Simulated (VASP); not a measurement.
# Cr (Im-3m) in VASP: notebook

The runs below take Cr through relaxation of cell and atoms, single point, with PBEsol+D4, r2SCAN.

All numbers are computed with VASP 6.6.1; they aren't measurements. Logs are shortened: lines on timing, memory, paths and dates and some standing lists are left out, and cuts for length are marked.

**1. The cell of the first run**

It takes space group Im-3m (No. 229, cubic). Conventional cell: a = 2.969 Å, b = 2.969 Å, c = 2.969 Å, α = 90.00°, β = 90.00°, γ = 90.00°. Cr (site symmetry m-3m) has 14 Cr at 2.57 to 2.97 Å within 3.4 Å.

**2. Relaxation of cell and atoms, PBEsol+D4, collinear spin, ferromagnetic start**

INCAR reads:

```
SYSTEM = Cr
ALGO = Normal
EDIFF = 1E-6
EDIFFG = -0.01
ENCUT = 600
GGA = PS
IBRION = 2
ISIF = 3
ISMEAR = -1
ISPIN = 2
IVDW = 13
LASPH = .TRUE.
LCHARG = .FALSE.
LMAXMIX = 4
LORBIT = 11
LREAL = .FALSE.
LWAVE = .FALSE.
MAGMOM = 3
NELM = 150
NSW = 80
PREC = Accurate
SIGMA = 0.05
```

KPOINTS reads:

```
k-points
0
G
  12 12 12
  0 0 0
```

POSCAR reads:

```
Cr
1.0
   -1.4844496776      1.4844496776      1.4844496776
    1.4844496776     -1.4844496776      1.4844496776
    1.4844496776      1.4844496776     -1.4844496776
Cr
1
Direct
    0.0000000000      0.0000000000      0.0000000000
```

Potentials or basis: VASP PAW PBE potentials, release 64 (Cr_pv).

Started as:

```console
> cat potpaw_PBE.64/Cr_pv/POTCAR > POTCAR
> mpirun -np 1 vasp_std > vasp.out
```

OUTCAR:

```text
SYSTEM = Cr
   EDIFF = 1E-6
   EDIFFG = -0.01
   ENCUT = 600
   GGA = PS
   IBRION = 2
   ISIF = 3
   ISMEAR = -1
   ISPIN = 2
   IVDW = 13
   LASPH = .TRUE.
   LORBIT = 11
   LREAL = .FALSE.
   NELM = 150
   NSW = 80
   PREC = Accurate

 ion  position               nearest neighbor table
   1  0.000  0.000  0.000-

  LATTYP: Found a body centered cubic cell.
 ALAT       =     2.9688993552

  Lattice vectors:

 A1 = (  -1.4844496776,   1.4844496776,   1.4844496776)
 A2 = (   1.4844496776,  -1.4844496776,   1.4844496776)
 A3 = (   1.4844496776,   1.4844496776,  -1.4844496776)

Analysis of symmetry for initial positions (statically):
=====================================================================
 Subroutine PRICEL returns:
 Original cell was already a primitive cell.

 Routine SETGRP: Setting up the symmetry group for a
 body centered cubic supercell.

 Subroutine GETGRP returns: Found 48 space group operations
 (whereof 48 operations were pure point group operations)
 out of a pool of 48 trial point group operations.

The static configuration has the point symmetry O_h .

Analysis of symmetry for dynamics (positions and initial velocities):
=====================================================================
 Subroutine PRICEL returns:
 Original cell was already a primitive cell.

 Routine SETGRP: Setting up the symmetry group for a
 body centered cubic supercell.

 Subroutine GETGRP returns: Found 48 space group operations
 (whereof 48 operations were pure point group operations)
 out of a pool of 48 trial point group operations.

The dynamic configuration has the point symmetry O_h .

Analysis of structural, dynamic, and magnetic symmetry:
=====================================================================
 Subroutine PRICEL returns:
 Original cell was already a primitive cell.

 Routine SETGRP: Setting up the symmetry group for a
 body centered cubic supercell.

 Subroutine GETGRP returns: Found 48 space group operations
 (whereof 48 operations were pure point group operations)
 out of a pool of 48 trial point group operations.

The overall configuration has the point symmetry O_h .

 Subroutine INISYM returns: Found 48 space group operations
 (whereof 48 operations are pure point group operations),
 and found     1 'primitive' translations

----------------------------------------------------------------------------------------

                                     Primitive cell

  volume of cell :      13.0845

  direct lattice vectors                    reciprocal lattice vectors
    -1.484449678  1.484449678  1.484449678     0.000000000  0.336825160  0.336825160
     1.484449678 -1.484449678  1.484449678     0.336825160  0.000000000  0.336825160
     1.484449678  1.484449678 -1.484449678     0.336825160  0.336825160  0.000000000

  length of vectors
     2.571142263  2.571142263  2.571142263     0.476342709  0.476342709  0.476342709

  position of ions in fractional coordinates (direct lattice)
     0.000000000  0.000000000  0.000000000

  ion indices of the primitive-cell ions
   primitive index   ion index
                 1           1

----------------------------------------------------------------------------------------

 KPOINTS: k-points

Automatic generation of k-mesh.
 Grid dimensions read from file:
 generate k-points for:   12   12   12

 Generating k-lattice:

  Cartesian coordinates                     Fractional coordinates (reciprocal lattice)
     0.000000000  0.028068763  0.028068763     0.083333333  0.000000000  0.000000000
     0.028068763  0.000000000  0.028068763     0.000000000  0.083333333  0.000000000
     0.028068763  0.028068763  0.000000000     0.000000000  0.000000000  0.083333333

  Length of vectors
     0.039695226  0.039695226  0.039695226

  Shift w.r.t. Gamma in fractional coordinates (k-lattice)
     0.000000000  0.000000000  0.000000000

 Subroutine IBZKPT returns following result:
 ===========================================

 Found     72 irreducible k-points:

 Following reciprocal coordinates:
            Coordinates               Weight
  0.000000  0.000000  0.000000      1.000000
  0.083333  0.000000  0.000000     12.000000
  0.166667  0.000000  0.000000     12.000000
  0.250000  0.000000  0.000000     12.000000
  0.333333  0.000000  0.000000     12.000000
  0.416667  0.000000  0.000000     12.000000
[... 16 lines left out ...]
  0.333333  0.083333  0.083333     24.000000
  0.416667  0.083333  0.083333     12.000000
 [... further k-points ...]
   k-points           NKPTS =     72   k-points in BZ     NKDIM =     72   number of bands    NBANDS=     12
   number of dos      NEDOS =    301   number of ions     NIONS =      1
   total plane-waves  NPLWV =  13824
   dimension x,y,z NGX =    24 NGY =   24 NGZ =   24
   dimension x,y,z NGXF=    48 NGYF=   48 NGZF=   48
   ions per type =               1
   NGX,Y,Z   is equivalent  to a cutoff of  15.52, 15.52, 15.52 a.u.
   NGXF,Y,Z  is equivalent  to a cutoff of  31.04, 31.04, 31.04 a.u.
 SYSTEM =  Cr
   PREC   = accura    normal or accurate (medium, high low for compatibility)
   ISTART =      0    job   : 0-new  1-cont  2-samecut
   ICHARG =      2    charge: 1-file 2-atom 10-const
   ISPIN  =      2    spin polarized calculation?
   LNONCOLLINEAR =      F non collinear calculations
   LSORBIT =      F    spin-orbit coupling
   LASPH  =      T    aspherical Exc in radial PAW
   ENCUT  =  600.0 eV  44.10 Ry    6.64 a.u.   5.14  5.14  5.14*2*pi/ulx,y,z
   NELM   =    150;   NELMIN=  2; NELMDL= -5     # of ELM steps
   EDIFF  = 0.1E-05   stopping-criterion for ELM
   LREAL  =      F    real-space projection
   EDIFFG = -.1E-01   stopping-criterion for IOM
   NSW    =     80    number of steps for IOM
   IBRION =      2    ionic relax: 0-MD 1-quasi-New 2-CG
   NFREE  =      1    steps in history (QN), initial steepest desc. (CG)
   ISIF   =      3    stress and relaxation
   ISYM   =      2    0-nonsym 1-usesym 2-fastsym
   POTIM  = 0.5000    time-step for ionic-motion
   TEBEG  =    0.0;   TEEND  =   0.0 temperature during run
   PSTRESS=    0.0 pullay stress
   NELECT =      12.0000    total number of electrons
   NUPDOWN=      -1.0000    fix difference up-down
   EMIN   =  10.00;   EMAX   =-10.00  energy-range for DOS
   EFERMI =   0.00;   METHOD = LEGACY
   ISMEAR =    -1;   SIGMA  =   0.05  broadening in eV -4-tet -1-fermi 0-gaus
   EFERMI_NEDOS =   21; number of points for ismear=-14 and -15
   IALGO  =     38    algorithm
   IMIX   =      4    mixing-type and parameters
     AMIX     =   0.40;   BMIX     =  1.00
     AMIX_MAG =   1.60;   BMIX_MAG =  1.00
  volume/ion in A,a.u.               =      13.08        88.30
  Fermi-wavevector in a.u.,A,eV,Ry     =   1.590559  3.005721 34.421077  2.529878
  Thomas-Fermi vector in A             =   2.689235
   LORBIT       =     11    0 simple, 1 ext, 2 COOP (PROOUT), +10 PAW based schemes
   GGA     = PS    functional components
   LHFCALC =     F    Hartree Fock is set to
   AEXX    =    0.0000 exact exchange contribution
   IVDW    =    13    specifies the selected vdW correction
   LEPSILON=     F    determine dielectric tensor
   LRPA    =     F    only Hartree local field effects (RPA)
 conjugate gradient relaxation of ions
 spin polarized calculation
  energy-cutoff  :      600.00
  volume of cell :       13.08
 maximum number of plane-waves:       466
 NGX is ok and might be reduce to    24
   NGX = 11   NGY = 11   NGZ = 11

--------------------------------------- Ionic step        1  -------------------------------------------

 number of electron      11.9999998 magnetization       0.0003599

 number of electron      11.9999998 magnetization      -0.0000673

 Free energy of the ion-electron system (eV)
  ---------------------------------------------------
  ext. energy  EPLUGINS =         0.00000000
  ---------------------------------------------------
  free energy    TOTEN  =       -10.01717485 eV

  energy without entropy =      -10.01107484  energy(sigma->0) =      -10.01412484

 E-fermi :   9.1054     XC(G=0): -13.1156

 val. band max:        9.0609734144   @ k =   0.1667   0.0000   0.0000
 cond. band min:       9.1297809085   @ k =   0.4167   0.0833   0.0000
 fundamental gap:      0.0688074941
 Fermi energy:         9.1053967885

 spin component 1

 k-point     1 :       0.0000    0.0000    0.0000
  band No.  band energies     occupation
      1     -33.5745      1.00000
      2     -33.5745      1.00000
      3     -33.5745      1.00000
      4       1.7359      1.00000
      5       8.3919      1.00000
      6       8.3919      1.00000
      7       8.3919      1.00000
      8      10.1054      0.00000
      9      10.1054      0.00000
     10      16.1922      0.00000
     11      30.4617      0.00000
     12      30.4617      0.00000

 k-point     2 :       0.0833    0.0000    0.0000
  band No.  band energies     occupation
      1     -33.6175      1.00000
      2     -33.5881      1.00000
      3     -33.5747      1.00000
      4       2.0085      1.00000
      5       8.2952      1.00000
      6       8.3736      1.00000
      7       8.5657      0.99998
      8      10.0046      0.00000
      9      10.1127      0.00000
     10      16.1921      0.00000
[... 851 lines left out ...]
  FREE ENERGIE OF THE ION-ELECTRON SYSTEM (eV)
  ---------------------------------------------------
  free  energy   TOTEN  =       -10.5205771826 eV

  energy  without entropy=      -10.5170038339  energy(sigma->0) =      -10.51879051

--------------------------------------- Ionic step        5  -------------------------------------------

 number of electron      12.0000004 magnetization       0.0000003

 number of electron      12.0000004 magnetization      -0.0000004

 Free energy of the ion-electron system (eV)
  ---------------------------------------------------
  ext. energy  EPLUGINS =         0.00000000
  ---------------------------------------------------
  free energy    TOTEN  =       -10.24938019 eV

  energy without entropy =      -10.24585016  energy(sigma->0) =      -10.24761518

 E-fermi :  11.5731     XC(G=0): -14.1380

 val. band max:       11.4746636849   @ k =   0.1667   0.0000   0.0000
 cond. band min:      11.6306681710   @ k =  -0.1667   0.2500   0.0833
 fundamental gap:      0.1560044861
 Fermi energy:        11.5730693627

 spin component 1

 k-point     1 :       0.0000    0.0000    0.0000
  band No.  band energies     occupation
      1     -30.9026      1.00000
      2     -30.9026      1.00000
      3     -30.9026      1.00000
      4       3.5131      1.00000
      5      10.6195      1.00000
      6      10.6195      1.00000
      7      10.6195      1.00000
      8      12.7879      0.00000
      9      12.7879      0.00000
     10      18.7351      0.00000
     11      34.2671      0.00000
     12      34.2671      0.00000

 k-point     2 :       0.0833    0.0000    0.0000
  band No.  band energies     occupation
      1     -30.9796      1.00000
      2     -30.9258      1.00000
      3     -30.9032      1.00000
      4       3.8314      1.00000
      5      10.4925      1.00000
      6      10.5943      1.00000
      7      10.8416      1.00000
      8      12.6509      0.00000
      9      12.7972      0.00000
     10      18.7350      0.00000
[... 722 lines left out ...]
 POSITION                                       TOTAL-FORCE (eV/Angst)
 -----------------------------------------------------------------------------------
      0.00000     -0.00000      0.00000        -0.000000      0.000000     -0.000000
 -----------------------------------------------------------------------------------
    total drift:                               -0.000000     -0.000000      0.000000

  FREE ENERGIE OF THE ION-ELECTRON SYSTEM (eV)
  ---------------------------------------------------
  free  energy   TOTEN  =       -10.5207586305 eV

  energy  without entropy=      -10.5172285948  energy(sigma->0) =      -10.51899361

 reached required accuracy - stopping structural energy minimisation

 total charge

# of ion       s       p       d       tot
------------------------------------------
    1        0.449   6.438   4.289  11.176

 magnetization (x)

# of ion       s       p       d       tot
------------------------------------------
    1        0.000   0.000  -0.000   0.000
```

It took 3.1 min on 1 thread of AMD EPYC 7R13, shared host; peak memory 0.14 GiB.

What came out:

| Property | Result |
| --- | --- |
| Free energy | -10.5208 eV |
| Relaxed volume | 10.97 Å³/atom |
| Relaxed cell | a = 2.424 Å, b = 2.424 Å, c = 2.424 Å, α = 109.47°, β = 109.47°, γ = 109.47° |
| Space group after relaxing (to 0.05 Å) | Im-3m (No. 229) |
| Energy gained by relaxing | 272.7 meV/atom |
| Ionic steps | 5 |
| Pressure after relaxing | -0.1 GPa |
| Band gap on the k mesh | zero (filled and empty bands overlap) |
| Net moment | 0.00 μB per cell |
| Valence electrons inside the program's atomic spheres | Cr 11.18 |
| Dispersion energy per atom | -0.271 eV |

The path:
```tsv
step	energy change (eV)	largest force (eV/Å)	pressure (GPa)	volume (Å³)
1	0.0000	0.0000	-35.33	13.08
2	0.6486	0.0000	142.92	8.35
3	-0.2707	0.0000	-4.05	11.12
4	-0.2725	0.0000	-1.20	11.01
5	-0.2727	0.0000	-0.06	10.97
```

Final structure:
```
Cr
1.0
    -1.39964    1.39964    1.39964
     1.39964   -1.39964    1.39964
     1.39964    1.39964   -1.39964
Cr
1
Direct
  0.00000 0.00000 0.00000
```

Caveat: the starting moments collapsed, and a magnetic state may lie lower; the volume moved by over 15 % at a fixed basis, so the end points are rough; the PAW data sets were made with another functional, which shifts forces and pressure a little; pairwise dispersion overbinds metals, which lowers pressure and volume.

[end of part 1 of 2]
